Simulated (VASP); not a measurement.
# MgS (P6_3mc) in VASP: single point with PBE

Aim: the single point of MgS with PBE.

All numbers are computed with VASP 6.6.1; they aren't measurements. Logs are shortened: lines on timing, memory, paths and dates and some standing lists are left out, and cuts for length are marked.

## 1. The cell of the first run

The structure is hexagonal, space group P6_3mc (No. 186). Conventional cell: a = 4.029 Å, b = 4.029 Å, c = 6.454 Å, α = 90.00°, β = 90.00°, γ = 120.00°. Mg (site symmetry 3m) has 4 S at 2.45 to 2.46 Å within 3.2 Å. S (site symmetry 3m) has 4 Mg at 2.45 to 2.46 Å within 3.2 Å.

## 2. Single point, PBE

The input, INCAR:

```
SYSTEM = MgS
PREC = Accurate
ENCUT = 520
EDIFF = 1E-6
ISMEAR = 0
SIGMA = 0.01
LREAL = .False.
LASPH = .True.
NELM = 100
ALGO = Normal
ISIF = 2
LWAVE = .False.
LCHARG = .False.
GGA = PE
NBANDS = 16
```

The input, KPOINTS:

```
Automatic mesh
0
Gamma
  6 6 4
  0 0 0
```

The input, POSCAR:

```
MgS
1.0
    4.0286648035      0.0000000000      0.0000000000
   -2.0143324017      3.4889260632      0.0000000000
    0.0000000000      0.0000000000      6.4542161477
Mg S
2 2
Direct
    0.6666666667      0.3333333333      0.4971196669
    0.3333333333      0.6666666667      0.9971196669
    0.3333333333      0.6666666667      0.3778793331
    0.6666666667      0.3333333333      0.8778793331
```

Potentials or basis: VASP PAW PBE potentials, release 64 (Mg, S).

Command:

```
$ cat potpaw_PBE.64/Mg/POTCAR potpaw_PBE.64/S/POTCAR > POTCAR
$ mpirun -np 1 vasp_std > vasp.out
```

OUTCAR:

```text
SYSTEM = MgS
   PREC = Accurate
   ENCUT = 520
   EDIFF = 1E-6
   ISMEAR = 0
   LREAL = .False.
   LASPH = .True.
   NELM = 100
   ISIF = 2
   GGA = PE

 ion  position               nearest neighbor table
   1  0.667  0.333  0.497-   3 2.45   3 2.45   3 2.45   4 2.46
   2  0.333  0.667  0.997-   4 2.45   4 2.45   4 2.45   3 2.46
   3  0.333  0.667  0.378-   1 2.45   1 2.45   1 2.45   2 2.46
   4  0.667  0.333  0.878-   2 2.45   2 2.45   2 2.45   1 2.46

  LATTYP: Found a hexagonal cell.
 ALAT       =     4.0286648035
 C/A-ratio  =     1.6020732581

  Lattice vectors:

 A1 = (   4.0286648035,   0.0000000000,   0.0000000000)
 A2 = (  -2.0143324017,   3.4889260632,   0.0000000000)
 A3 = (   0.0000000000,   0.0000000000,   6.4542161477)

Analysis of symmetry for initial positions (statically):
=====================================================================
 Subroutine PRICEL returns:
 Original cell was already a primitive cell.

 Routine SETGRP: Setting up the symmetry group for a
 hexagonal supercell.

 Subroutine GETGRP returns: Found 12 space group operations
 (whereof  6 operations were pure point group operations)
 out of a pool of 24 trial point group operations.

The static configuration has the point symmetry C_3v.
 The point group associated with its full space group is C_6v.

Analysis of symmetry for dynamics (positions and initial velocities):
=====================================================================
 Subroutine PRICEL returns:
 Original cell was already a primitive cell.

 Routine SETGRP: Setting up the symmetry group for a
 hexagonal supercell.

 Subroutine GETGRP returns: Found 12 space group operations
 (whereof  6 operations were pure point group operations)
 out of a pool of 24 trial point group operations.

The dynamic configuration has the point symmetry C_3v.
 The point group associated with its full space group is C_6v.

 Subroutine INISYM returns: Found 12 space group operations
 (whereof  6 operations are pure point group operations),
 and found     1 'primitive' translations

----------------------------------------------------------------------------------------

                                     Primitive cell

  volume of cell :      90.7186

  direct lattice vectors                    reciprocal lattice vectors
     4.028664803  0.000000000  0.000000000     0.248221197  0.143310575  0.000000000
    -2.014332402  3.488926063  0.000000000     0.000000000  0.286621150  0.000000000
     0.000000000  0.000000000  6.454216148     0.000000000  0.000000000  0.154937482
[... 88 lines left out ...]
   IBRION =     -1    ionic relax: 0-MD 1-quasi-New 2-CG
   NFREE  =      0    steps in history (QN), initial steepest desc. (CG)
   ISIF   =      2    stress and relaxation
   ISYM   =      2    0-nonsym 1-usesym 2-fastsym
   POTIM  = 0.5000    time-step for ionic-motion
   TEBEG  =    0.0;   TEEND  =   0.0 temperature during run
   PSTRESS=    0.0 pullay stress
   NELECT =      16.0000    total number of electrons
   NUPDOWN=      -1.0000    fix difference up-down
   EMIN   =  10.00;   EMAX   =-10.00  energy-range for DOS
   EFERMI =   0.00;   METHOD = LEGACY
   ISMEAR =     0;   SIGMA  =   0.01  broadening in eV -4-tet -1-fermi 0-gaus
   EFERMI_NEDOS =   21; number of points for ismear=-14 and -15
   IALGO  =     38    algorithm
   IMIX   =      4    mixing-type and parameters
     AMIX     =   0.40;   BMIX     =  1.00
     AMIX_MAG =   1.60;   BMIX_MAG =  1.00
  volume/ion in A,a.u.               =      22.68       153.05
  Fermi-wavevector in a.u.,A,eV,Ry     =   0.918085  1.734928 11.468069  0.842879
  Thomas-Fermi vector in A             =   2.043126
   LORBIT       =      0    0 simple, 1 ext, 2 COOP (PROOUT), +10 PAW based schemes
   GGA     = PE    functional components
   LHFCALC =     F    Hartree Fock is set to
   AEXX    =    0.0000 exact exchange contribution
   IVDW    =     0    specifies the selected vdW correction
   LEPSILON=     F    determine dielectric tensor
   LRPA    =     F    only Hartree local field effects (RPA)
 non-spin polarized calculation
 Gauss-broadening in eV      SIGMA  =   0.01
  energy-cutoff  :      520.00
  volume of cell :       90.72
 maximum number of plane-waves:      2463
 NGX is ok and might be reduce to    30
   NGX = 15   NGY = 15   NGZ = 25

 number of electron      16.0000003 magnetization

 Free energy of the ion-electron system (eV)
  ---------------------------------------------------
  ext. energy  EPLUGINS =         0.00000000
  ---------------------------------------------------
  free energy    TOTEN  =       -16.97598463 eV

  energy without entropy =      -16.97598463  energy(sigma->0) =      -16.97598463

 E-fermi :   1.2269     XC(G=0):  -8.3813

 val. band max:        1.1603028920   @ k =   0.0000   0.0000   0.0000
 cond. band min:       4.6251678495   @ k =   0.0000   0.0000   0.0000
 fundamental gap:      3.4648649574
 Fermi energy:         1.2269456182

 k-point     1 :       0.0000    0.0000    0.0000
  band No.  band energies     occupation
      1     -10.2139      2.00000
      2      -9.4928      2.00000
      3      -2.0397      2.00000
      4       0.6373      2.00000
      5       0.6373      2.00000
      6       1.0479      2.00000
[... 376 lines left out ...]
      3      -1.5987      2.00000
      4      -1.5987      2.00000
      5      -0.7943      2.00000
      6      -0.7943      2.00000
[... 8 lines left out ...]
     15      10.5022      0.00000
     16      10.5022      0.00000

------------------------ aborting loop because EDIFF is reached ----------------------------------------

  FORCE on cell =-STRESS in cart. coord.  units (eV):
  Direction    XX          YY          ZZ          XY          YZ          ZX
  --------------------------------------------------------------------------------------
  -------------------------------------------------------------------------------------
  Total        0.5274658      0.5274658      0.4968097      0.0000000      0.0000000      0.0000000
  in kB        9.3155490      9.3155490      8.7741344      0.0000000      0.0000000      0.0000000
  external PRESSURE =       9.1350775 kB  Pullay stress =       0.0000000 kB

 VOLUME and BASIS-vectors are now :
 -----------------------------------------------------------------------------
  energy-cutoff  :      520.00
  volume of cell :       90.72
      direct lattice vectors                 reciprocal lattice vectors
     4.028664803  0.000000000  0.000000000     0.248221197  0.143310575  0.000000000
    -2.014332402  3.488926063  0.000000000     0.000000000  0.286621150  0.000000000
     0.000000000  0.000000000  6.454216148     0.000000000  0.000000000  0.154937482

 POSITION                                       TOTAL-FORCE (eV/Angst)
 -----------------------------------------------------------------------------------
      2.01433      1.16298      3.20852        -0.000000      0.000000     -0.003606
     -0.00000      2.32595      6.43563        -0.000000     -0.000000     -0.003606
     -0.00000      2.32595      2.43891         0.000000     -0.000000      0.003606
      2.01433      1.16298      5.66602         0.000000      0.000000      0.003606
 -----------------------------------------------------------------------------------
    total drift:                               -0.000000      0.000000      0.000497

  FREE ENERGIE OF THE ION-ELECTRON SYSTEM (eV)
  ---------------------------------------------------
  free  energy   TOTEN  =       -16.9759846284 eV

  energy  without entropy=      -16.9759846284  energy(sigma->0) =      -16.97598463
```

OSZICAR:

```text
N       E                     dE             d eps       ncg     rms          rms(c)
DAV:   1     0.637012480480E+02    0.63701E+02   -0.59603E+03   672   0.811E+02
DAV:   2    -0.121830851076E+02   -0.75884E+02   -0.68705E+02   992   0.136E+02
DAV:   3    -0.179237393329E+02   -0.57407E+01   -0.57146E+01   880   0.406E+01
DAV:   4    -0.179917864638E+02   -0.68047E-01   -0.68036E-01   864   0.550E+00
DAV:   5    -0.179930084108E+02   -0.12219E-02   -0.12219E-02   864   0.745E-01    0.573E+00
DAV:   6    -0.170257541669E+02    0.96725E+00   -0.15001E+00   728   0.564E+00    0.443E+00
DAV:   7    -0.169592747896E+02    0.66479E-01   -0.38159E-01   840   0.288E+00    0.332E+00
DAV:   8    -0.169778655603E+02   -0.18591E-01   -0.40370E-02   736   0.138E+00    0.221E+00
DAV:   9    -0.169754374000E+02    0.24282E-02   -0.44951E-03   776   0.466E-01    0.487E-01
DAV:  10    -0.169759056746E+02   -0.46827E-03   -0.17574E-03   848   0.191E-01    0.105E-01
DAV:  11    -0.169759746394E+02   -0.68965E-04   -0.17519E-04   784   0.728E-02    0.524E-02
DAV:  12    -0.169759836952E+02   -0.90558E-05   -0.21876E-05   848   0.243E-02    0.340E-03
DAV:  13    -0.169759847011E+02   -0.10060E-05   -0.11922E-06   800   0.565E-03    0.166E-03
DAV:  14    -0.169759846284E+02    0.72693E-07   -0.83683E-08   544   0.161E-03
   1 F= -.16975985E+02 E0= -.16975985E+02  d E =-.201812E-23
```

Wall time 36 s (1 thread of AMD EPYC 7R13 (Zen 3), shared host); peak memory 0.17 GiB.

Results:

| Item | Value |
| --- | --- |
| Free energy | -16.9760 eV |
| Pressure | 0.9 GPa |
| Largest force | 0.004 eV/Å |
| Band gap on the k mesh | 3.46 eV, direct |

Forces in eV/Å, atoms in the order of the input:
```
Mg   0.000  0.000 -0.004
Mg   0.000  0.000 -0.004
S    0.000  0.000  0.004
S    0.000  0.000  0.004
```

Levels at points of the mesh, in eV from the valence-band top:
```tsv
k point	band 6	band 7	band 8	band 9	band 10	band 11
(0.00, 0.00, 0.00)	-0.11	-0.11	0.00	3.46	4.73	7.54
(0.50, 0.00, 0.00)	-1.19	-0.91	-0.43	4.77	5.22	5.82
(0.00, 0.00, 0.50)	-0.32	-0.32	-0.32	4.94	4.94	7.62
(0.50, 0.00, 0.50)	-0.85	-0.79	-0.79	4.67	4.67	6.32
```

A hybrid or GW would open this gap; PBE tends to underestimate it.
